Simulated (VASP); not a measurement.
Input of a VASP 6.6.1 run:

POSCAR

```
KCl
1.0
    0.0000000000      3.1759862505      3.1759862505
    3.1759862505      0.0000000000      3.1759862505
    3.1759862505      3.1759862505      0.0000000000
K Cl
1 1
Direct
    0.0000000000      0.0000000000      0.0000000000
    0.5000000000      0.5000000000      0.5000000000
```

Contents of INCAR.step1:

```
SYSTEM = KCl
  PREC = Accurate
  ENCUT = 520
  ISMEAR = 0
  SIGMA = 0.01
  LREAL = .FALSE.
  LASPH = .TRUE.
  NELM = 100
  NBANDS = 15
  GGA = PE
  ALGO = Normal
  EDIFF = 1E-4
  LWAVE = .TRUE.
  LCHARG = .FALSE.
```

File INCAR.step2:

```
SYSTEM = KCl
  PREC = Accurate
  ENCUT = 520
  EDIFF = 1E-6
  ISMEAR = 0
  SIGMA = 0.01
  LREAL = .FALSE.
  LASPH = .TRUE.
  NELM = 100
  ALGO = Normal
  ISIF = 2
  LWAVE = .FALSE.
  LCHARG = .FALSE.
  METAGGA = R2SCAN
  LMIXTAU = .TRUE.
  NBANDS = 15
  ISTART = 1
```

File KPOINTS:

```
regular mesh
0
G
  6 6 6
  0 0 0
```

Potentials or basis: VASP PAW PBE potentials, release 64 (K_sv, Cl).

Launch:

```bash
$ cat potpaw_PBE.64/K_sv/POTCAR potpaw_PBE.64/Cl/POTCAR > POTCAR
$ cp INCAR.step1 INCAR
$ mpirun -np 1 vasp_std > vasp.out
$ cp INCAR.step2 INCAR
$ mpirun -np 1 vasp_std > vasp.out
```

**Question.** Predict the band gap on the k mesh.

**Answer.** 5.73 eV, direct.

**Question.** What does it give for the pressure?

**Answer.** -0.5 GPa.

Caveat: the PAW data sets were made with another functional, which shifts forces and pressure a little.
